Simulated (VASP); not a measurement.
Here is a VASP 6.6.1 calculation.

Contents of INCAR:

```
ALGO = Normal ; EDIFF = 1E-6
ENCUT = 600 ; GGA = PE
GGA_COMPAT = False ; ISIF = 2
ISMEAR = 0 ; ISPIN = 2
LASPH = True ; LCHARG = True
LELF = True ; LMAXMIX = 4
LORBIT = 11 ; LREAL = False
LVHAR = True ; LWAVE = False
MAGMOM = 0 0 0 0 0 0 ; NBANDS = 48
NELM = 200 ; PREC = Accurate
SIGMA = 0.1
```

Contents of KPOINTS:

```
k-points
0
Gamma
  6 6 2
```

File POSCAR:

```
NbBiF
1.0
    3.3678042200      0.0000000000      0.0000000000
    0.0000000000      3.3678042200      0.0000000000
    0.0000000000      0.0000000000      8.5260866000
Nb Bi F
2 2 2
Direct
    0.0000000000      0.5000000000      0.3350000100
    0.5000000000      0.0000000000      0.6649999900
    0.0000000000      0.5000000000      0.8999999800
    0.5000000000      0.0000000000      0.1000000200
    0.0000000000      0.5000000000      0.6169999800
    0.5000000000      0.0000000000      0.3830000200
```

Potentials or basis: VASP PAW PBE potentials, release 64 (Nb_sv, Bi_d, F).

The run is started by

```bash
$ cat potpaw_PBE.64/Nb_sv/POTCAR potpaw_PBE.64/Bi_d/POTCAR potpaw_PBE.64/F/POTCAR > POTCAR
$ mpirun -np 1 vasp_std > vasp.out
```

**Question.** What does it give for the largest force?

**Answer.** 2.690 eV/Å.

**Question.** Estimate the net moment.

**Answer.** 0.00 μB per cell.

**Question.** What does it give for the pressure?

**Answer.** 23.6 GPa.

**Question.** What does it give for the band gap on the k mesh?

**Answer.** Zero (filled and empty bands overlap).

Stress tensor (GPa, compression positive):
```
20.70  0.00  0.00
 0.00 20.70  0.00
 0.00  0.00 29.38
```

Caveat: the k points lie up to 0.37 Å⁻¹ apart, too coarse for converged energies and pressures of a metal; spin-orbit coupling is left out, which moves the levels of the heavy elements; forces of over 1 eV/Å act on the atoms, so gaps and moduli don't describe the material at rest.
